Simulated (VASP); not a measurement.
A run of VASP 6.6.1 is set up as follows.

Contents of INCAR:

```
ALGO = Normal
EDIFF = 1E-8
ENCUT = 520
GGA = PE
ISIF = 2
ISMEAR = -1
LASPH = T
LCHARG = F
LEFG = T
LREAL = F
LWAVE = F
NBANDS = 35
NELM = 80
PREC = Accurate
SIGMA = 0.03
```

The input KPOINTS:

```
k-points
0
Gamma
  4 4 6
```

POSCAR

```
SnO2
1.0
    4.7373500000      0.0710602500      0.0710602500
    0.0710602500      4.7373500000      0.0710602500
    0.0477960000      0.0477960000      3.1864000000
Sn O
2 4
Direct
    0.0000000000      0.0000000000      0.0000000000
    0.5000000000      0.5000000000      0.5000000000
    0.3056200000      0.3056200000      0.0000000000
    0.1943800000      0.8056200000      0.5000000000
    0.6943800000      0.6943800000      0.0000000000
    0.8056200000      0.1943800000      0.5000000000
```

Potentials or basis: VASP PAW PBE potentials, release 64 (Sn_d, O).

Run with:

```bash
$ cat potpaw_PBE.64/Sn_d/POTCAR potpaw_PBE.64/O/POTCAR > POTCAR
$ mpirun -np 1 vasp_std > vasp.out
```

Estimate the band gap on the k mesh.

1.24 eV, direct.

Predict the largest force.

0.419 eV/Å.

Predict the pressure.

12.1 GPa.

Stress tensor (GPa, compression positive):
```
11.25 -6.31 -3.47
-6.31 11.25 -3.47
-3.47 -3.47 13.85
```

Caveat: the cell differs from its parent crystal (equal xy, yz and zx shear strains of +3 %); without QUAD_EFG the Cq values of the log hold for a quadrupole moment of 1 mb, not for the nuclei; spin-orbit coupling is left out, which moves the levels of the heavy elements.
